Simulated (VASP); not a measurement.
A run of VASP 6.6.1 is set up as follows.

POSCAR

```
Mo
1.0
    2.7626485084      0.0000000000      0.0000000000
   -1.3813242542      2.3925237900      0.0000000000
    0.0000000000      0.0000000000      2.4963901724
Mo
1
Direct
    0.0000000000      0.0000000000      0.5000000000
```

The input INCAR.step1:

```
ALGO = Normal
EDIFF = 1E-4
ENCUT = 520
GGA = PE
ISMEAR = -1
LASPH = True
LCHARG = False
LREAL = False
LWAVE = True
NBANDS = 13
NELM = 100
PREC = Accurate
SIGMA = 0.1
```

Contents of INCAR.step2:

```
ALGO = Normal
EDIFF = 1E-6
ENCUT = 520
ISIF = 2
ISMEAR = -1
ISTART = 1
LASPH = True
LCHARG = True
LELF = True
LMIXTAU = True
LREAL = False
LVHAR = True
LWAVE = False
METAGGA = R2SCAN
NBANDS = 13
NELM = 100
PREC = Accurate
SIGMA = 0.1
```

The input KPOINTS:

```
k-points
0
Gamma
  12 12 11
```

Potentials or basis: VASP PAW PBE potentials, release 64 (Mo_sv).

Run with:

```console
$ cat potpaw_PBE.64/Mo_sv/POTCAR > POTCAR
$ cp INCAR.step1 INCAR
$ mpirun -np 1 vasp_std > vasp.out
$ cp INCAR.step2 INCAR
$ mpirun -np 1 vasp_std > vasp.out
```

(1) Predict the band gap on the k mesh.

(2) Estimate the pressure.

## Answers

(1) zero (band 7 reaches 12.43 eV, above the bottom of band 8 at 10.61 eV).

(2) 1.1 GPa.

Caveat: the PAW data sets were made with another functional, which shifts forces and pressure a little.
